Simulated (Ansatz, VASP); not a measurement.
**Two plane-wave programs on Rb2H2Pt**

INCAR

```
SYSTEM = Rb2H2Pt
  ALGO = Normal
  EDIFF = 1E-6
  ENCUT = 570
  GGA = PE
  GGA_COMPAT = .FALSE.
  ISIF = 2
  ISMEAR = -1
  LASPH = .TRUE.
  LCHARG = .FALSE.
  LREAL = .FALSE.
  LWAVE = .FALSE.
  NBANDS = 27
  NELM = 120
  PREC = Accurate
  SIGMA = 0.0248
```

File KPOINTS:

```
k-points
0
G
  4 4 4
  0 0 0
```

File POSCAR:

```
Rb2H2Pt
1.0
    5.3872210000      0.0000000000      0.0000000000
   -2.6936110000      4.6654730000      0.0000000000
    0.0000000000      0.0000000000      5.2424260000
H Pt Rb
2 1 2
Direct
    0.0000000000      0.0000000000      0.3794000000
    0.0000000000      0.0000000000      0.6206000000
    0.0000000000      0.0000000000      0.0000000000
    0.3333000000      0.6667000000      0.2758000000
    0.6667000000      0.3333000000      0.7242000000
```

Input for Ansatz:

```yaml
crystal:
  lattice:
    - [5.387221, 0.0, 0.0]
    - [-2.693611, 4.665473, 0.0]
    - [0.0, 0.0, 5.242426]
  atoms:
    - { symbol: H, position: [0.0, 0.0, 0.3794] }
    - { symbol: H, position: [0.0, 0.0, 0.6206] }
    - { symbol: Pt, position: [0.0, 0.0, 0.0] }
    - { symbol: Rb, position: [0.3333, 0.6667, 0.2758] }
    - { symbol: Rb, position: [0.6667, 0.3333, 0.7242] }
  symmetry: { tolerance: 0.0003 }
kpoints:
  mp_grid: { grid: [4, 4, 4], shift: [0, 0, 0] }
magnetization:
  spin_polarized: false
scf:
  occupations: { method: fermi_dirac, width: 0.0248 }
hamiltonian:
  pseudopotentials: { kind: paw }
  xc: pbe
basis:
  ecutwfc: 420
output:
  forces: true
  stress: true
  eigenvalues: true
  write_density: true
  write_potential: true
  elf: true
  volumetric_format: npy
```

Alike in both runs: task single point; functional PBE; k mesh 4 × 4 × 4; occupations fermi-dirac, width 0.0248 eV; no spin polarisation.

```csv
,VASP,Ansatz
version,VASP 6.6.1,Ansatz 0.2.0
potentials or method,"VASP PAW PBE potentials, release 64 (H, Pt_sv_GW, Rb_sv), cutoff 570 eV",PAW plane waves
valence electrons in the cell,38,38
```

|  | VASP | Ansatz | Ansatz less VASP |
| --- | --- | --- | --- |
| pressure (GPa) | -2.9 | -2.7 | +0.18 |
| traceless stress, the component that is largest in VASP (GPa) | -3.05 | -3.03 | +0.016 |
| rms of the force components (eV/Å) | 0.654 | 0.657 | +0.0032 |

Atom by atom the forces differ by 0.003 eV/Å (rms over components). Ansatz's warnings: structure snapped to symmetry.

Neither program's run includes spin-orbit coupling.
